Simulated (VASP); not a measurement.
## Si62Ge (a cell with a defect): single point with LDA

Si62Ge (a cell with a defect):

```
CELL_PARAMETERS angstrom
10.86000 0.00000 0.00000
0.00000 10.86000 0.00000
0.00000 0.00000 10.86000
ATOMIC_POSITIONS crystal
Si 0.50936 0.01012 0.99504
Si 0.86743 0.36810 0.12740
Si 0.75342 0.00613 0.24389
Si 0.87514 0.12597 0.37470
Si 0.99952 0.00017 0.99967
Si 0.12474 0.12496 0.12510
Si 0.24928 0.24997 0.00007
Si 0.37470 0.37618 0.12385
Si 0.49907 0.50053 0.99955
Si 0.62450 0.62522 0.12492
Si 0.74945 0.74988 0.99994
Si 0.87524 0.87540 0.12405
Si 0.25315 0.00158 0.24846
Si 0.38108 0.12867 0.36849
Si 0.50833 0.25472 0.24094
Si 0.62542 0.37581 0.37490
Si 0.74977 0.50004 0.25018
Si 0.87575 0.62593 0.37532
Si 0.50127 0.00190 0.49659
Si 0.62455 0.12520 0.62488
Si 0.74951 0.25016 0.50021
Si 0.87334 0.37397 0.62730
Si 0.74976 0.99974 0.74993
Si 0.86642 0.12240 0.88293
Si 0.99514 0.49572 0.00221
Si 0.12474 0.62466 0.12515
Si 0.25146 0.75162 0.00103
Si 0.38194 0.88246 0.12134
Si 0.99942 0.25038 0.24987
Si 0.12504 0.37543 0.37604
Si 0.24972 0.50016 0.25150
Si 0.37581 0.62801 0.37353
Si 0.50118 0.75356 0.24823
Si 0.62795 0.87925 0.37084
Si 0.00074 0.99988 0.49932
Si 0.12425 0.12521 0.62613
Si 0.25096 0.24930 0.49916
Si 0.37439 0.37680 0.62367
Si 0.49916 0.50142 0.49948
Si 0.62544 0.62288 0.62741
Si 0.74933 0.74974 0.50054
Si 0.87611 0.87504 0.62397
Si 0.24963 0.99852 0.74988
Si 0.37458 0.12618 0.87384
Si 0.49895 0.25049 0.74955
Si 0.62087 0.36466 0.88534
Si 0.74700 0.49263 0.75745
Si 0.87326 0.62281 0.87618
Si 0.00042 0.75068 0.25052
Si 0.12744 0.87627 0.37376
Si 0.99870 0.49940 0.50166
Si 0.12465 0.62503 0.62513
Si 0.24960 0.75007 0.50004
Si 0.37588 0.87657 0.62206
Si 0.99427 0.24780 0.75523
Si 0.12239 0.37371 0.87636
Si 0.24784 0.49908 0.75095
Si 0.37408 0.62629 0.87360
Si 0.49877 0.75042 0.74895
Si 0.62543 0.87508 0.87410
Si 0.99859 0.74842 0.75074
Si 0.12512 0.87401 0.87461
Ge 0.68557 0.18830 0.06103
```

```json
{"Program": "VASP 6.6.1", "Task": "single point", "Functional": "LDA", "Potentials or basis": "VASP PAW LDA potentials, release 64 (Si, Ge_d)", "Cutoff": "520 eV", "k mesh": "1 × 1 × 1", "Occupations": "fermi-dirac, width 0.05 eV", "Spin": "collinear spin, zero start", "Dipole correction": "no", "Charge": "-1", "Further INCAR settings": "LREAL = Auto; ALGO = Normal; EDIFF = 1e-06; NBANDS = 172; NELECT = 263.0"}
```

```yaml
Largest_force: 0.026 eV/Å
Net_moment: 0.00 μB per cell
Valence_electrons_inside_the_program's_atomic_spheres: Si 1.66, 1.71, 1.69, 1.70; Ge 12.20
```

Forces in eV/Å, atoms in the order of the input:
```
Si   0.001 -0.003 -0.010
Si   0.009  0.005 -0.006
Si   0.003 -0.011  0.013
Si  -0.011  0.003 -0.006
Si   0.006  0.002  0.001
Si   0.004  0.000 -0.002
Si   0.009  0.004 -0.003
Si   0.004 -0.005  0.002
Si  -0.002  0.009 -0.003
Si   0.000  0.000  0.001
Si  -0.001  0.004 -0.002
Si  -0.009  0.006 -0.004
Si  -0.003  0.002  0.000
Si   0.002 -0.002 -0.001
Si  -0.002  0.008  0.009
Si  -0.006 -0.011 -0.006
Si  -0.011  0.007  0.007
Si   0.004 -0.008 -0.005
Si   0.003  0.002 -0.001
Si   0.001 -0.003  0.000
Si  -0.002  0.003 -0.003
Si   0.007  0.006  0.005
Si  -0.008 -0.008 -0.007
Si   0.004  0.002 -0.001
Si   0.001 -0.003  0.009
Si   0.000  0.004 -0.009
Si   0.001  0.003  0.010
Si   0.004  0.001  0.002
Si   0.006 -0.002  0.000
Si  -0.012 -0.002 -0.003
Si  -0.007  0.005  0.003
Si   0.004 -0.008 -0.004
Si   0.004 -0.001  0.000
Si  -0.012 -0.003  0.004
Si   0.008 -0.003  0.003
Si  -0.004  0.004 -0.001
Si   0.002 -0.005 -0.004
Si   0.008  0.001  0.003
Si   0.002  0.002  0.007
Si   0.002  0.001 -0.004
Si  -0.005  0.001 -0.002
Si   0.005  0.007  0.006
Si  -0.009  0.000 -0.004
Si   0.004 -0.007  0.004
Si  -0.002  0.002 -0.007
Si  -0.007 -0.010  0.009
Si  -0.002 -0.003  0.003
Si   0.007 -0.006 -0.007
Si   0.008 -0.002  0.006
Si  -0.007 -0.002  0.001
Si   0.002  0.000  0.003
Si   0.008  0.005 -0.008
Si  -0.006 -0.001  0.005
Si   0.005  0.004  0.007
Si   0.000 -0.004  0.002
Si  -0.010  0.004 -0.004
Si  -0.001 -0.003  0.004
Si   0.007 -0.005  0.000
Si   0.004 -0.008 -0.003
Si  -0.009  0.005  0.008
Si   0.000 -0.002  0.001
Si  -0.011  0.004  0.002
Ge   0.012  0.016 -0.018
```

Levels at points of the mesh, in eV from the Fermi level:
Spin up:
```tsv
k point	band 129	band 130	band 131	band 132	band 133	band 134
(0.00, 0.00, 0.00)	-0.91	-0.76	-0.06	0.05	0.06	0.10
```
Spin down:
| k point | band 128 | band 129 | band 130 | band 131 | band 132 | band 133 | band 134 | band 135 |
| --- | --- | --- | --- | --- | --- | --- | --- | --- |
| (0.00, 0.00, 0.00) | -0.91 | -0.91 | -0.76 | -0.06 | 0.05 | 0.06 | 0.10 | 0.11 |

Wall time 9.1 min on 1 thread of Intel(R) Xeon(R) Platinum 8259CL CPU @ 2.50GHz (Skylake/Cascade Lake), on a shared host, peak memory 0.88 GiB.

Caveat: the k points lie up to 0.58 Å⁻¹ apart; the cell carries a net charge on a neutralising background, which shifts energy and pressure; the cell is charged against a uniform background, so pressure and absolute levels hang on convention.
